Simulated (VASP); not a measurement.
Wanted: the native input for a VASP 6.6.1 run.

```
Task                   : single point
Functional             : PBEsol
Potentials or basis    : VASP PAW PBE potentials, release 64 (Ge_d)
Cutoff                 : 520 eV
k mesh                 : 20 × 20 × 18
Occupations            : gaussian, width 0.15 eV
Spin                   : no spin polarisation
Dipole correction      : no
Further INCAR settings : ALGO = Normal; EDIFF = 1e-06; NBANDS = 13
```

The structure of Ge lies in POSCAR:

```
Ge
1.0
    1.3133200600     -2.6005160000      0.0000000000
    1.3133200600      2.6005160000      0.0000000000
    0.0000000000      0.0000000000      2.6982310000
Ge
1
Direct
    0.5000000000      0.5000000000      0.0000000000
```

This cell differs from its parent crystal: strain -0.0600 x Voigt [1, 0, 0, 0, 0, 0].

One way to write it, as run:

INCAR

```
SYSTEM = Ge
ALGO     = Normal         ! electronic algorithm
EDIFF    = 1E-6           ! SCF threshold, eV
ENCUT    = 520            ! plane-wave cutoff, eV
GGA      = PS             ! functional
ISIF     = 2              ! what is computed and relaxed
ISMEAR   = 0              ! smearing method
LASPH    = .True.         ! aspherical terms in the spheres
LCHARG   = .False.        ! write CHGCAR
LREAL    = .False.        ! projectors in reciprocal space
LWAVE    = .False.        ! write WAVECAR
NBANDS   = 13             ! bands
NELM     = 100            ! most SCF steps
PREC     = Accurate       ! precision mode
SIGMA    = 0.15           ! smearing width, eV
```

KPOINTS

```
k-points
0
Gamma
  20 20 18
  0 0 0
```

Potentials or basis: VASP PAW PBE potentials, release 64 (Ge_d).

Launch:

```bash
$ cat potpaw_PBE.64/Ge_d/POTCAR > POTCAR
$ mpirun -np 1 vasp_std > vasp.out
```

It gave:

- Pressure: 0.8 GPa
- Band gap on the k mesh: zero (bands 7 and 8 overlap by 9.41 eV)

Caveat: the cell differs from its parent crystal (strain -0.0600 x Voigt [1, 0, 0, 0, 0, 0]); the stress differs along the axes, from -4 to 8 GPa; the PAW data sets were made with another functional, which shifts forces and pressure a little.

It took 58 s on 1 thread of Intel(R) Xeon(R) 6975P-C (Granite Rapids), on a shared host, peak memory 0.34 GiB.
